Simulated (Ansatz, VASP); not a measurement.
## BMoW3: VASP beside Ansatz

```xyz
5
Lattice="4.2646 0.0000 0.0000 0.0000 4.2646 0.0000 0.0000 0.0000 4.2646" Properties=species:S:1:pos:R:3 pbc="T T T"
B     2.1323    2.1323    2.1323
Mo    0.0000    0.0000    0.0000
W     2.1323    0.0000    2.1323
W     0.0000    2.1323    2.1323
W     2.1323    2.1323    0.0000
```

Change from the starting cell: species swapped into the Yb3PbO type (Pm-3m, No. 221).

Alike in both runs: task single point; functional PBE; k mesh 4 × 4 × 4; occupations gaussian, width 0.1 eV; no spin polarisation.

|  | VASP | Ansatz |
| --- | --- | --- |
| version | VASP 6.6.1 | Ansatz 0.2.0 |
| potentials or method | VASP PAW PBE potentials, release 64 (B, Mo_sv, W_sv), cutoff 520 eV | scalar-relativistic, plane waves, PAW |
| valence electrons in the cell | 59 | 59 |

Ansatz gave:

```
gap on the k mesh at the Fermi level (eV) : none
pressure (GPa)                            : -11.2
```

Q: What did VASP give for the same quantities?

A: gap on the k mesh at the Fermi level (eV): none; pressure (GPa): -10.9.

A gap of «none» marks a metal or a gap that the smearing closes. With one functional, cell and mesh, what is left measures potentials, basis and numerics.

The k mesh is coarse, so the values compare programs but aren't converged. Neither program's run includes spin-orbit coupling.
